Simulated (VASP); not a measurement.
TiTe (rocksalt type): single point with LDA

Crystal: TiTe (rocksalt type).

```
Ti Te
1.0
     0.00000    2.11190    2.11190
     2.11190    0.00000    2.11190
     2.11190    2.11190    0.00000
Ti Te
1 1
Cartesian
  0.0000 0.0000 0.0000
  2.1119 2.1119 2.1119
```

This cell differs from its parent crystal: volume scaled by 0.45.

```yaml
Program: VASP 6.6.1
Task: single point
Functional: LDA
Potentials_or_basis: VASP PAW LDA potentials, release 64 (Ti_sv, Te)
Cutoff: 520 eV
k_mesh: 12 × 12 × 12
Occupations: fermi-dirac, width 0.05 eV
Spin: no spin polarisation
```

```yaml
Pressure: 400.2 GPa
Band_gap_on_the_k_mesh: zero (band 9 reaches 25.40 eV, above the bottom of band 10 at 22.86 eV)
```

Levels at points of the mesh, in eV from the Fermi level:
| k point | band 7 | band 8 | band 9 | band 10 | band 11 | band 12 |
| --- | --- | --- | --- | --- | --- | --- |
| (0.00, 0.00, 0.00) | -2.66 | -2.66 | -0.47 | -0.47 | 3.29 | 3.29 |
| (0.50, 0.00, 0.00) | -6.71 | -6.71 | 0.39 | 0.39 | 2.72 | 4.87 |
| (0.50, 0.50, 0.00) | -6.30 | -1.81 | -1.81 | 1.10 | 2.09 | 2.09 |

Wall time 15 s on 1 thread of Intel(R) Xeon(R) Platinum 8488C (Sapphire Rapids) (shared host), peak memory 0.14 GiB.

Caveat: spin-orbit coupling is left out, which moves the levels of the heavy elements.
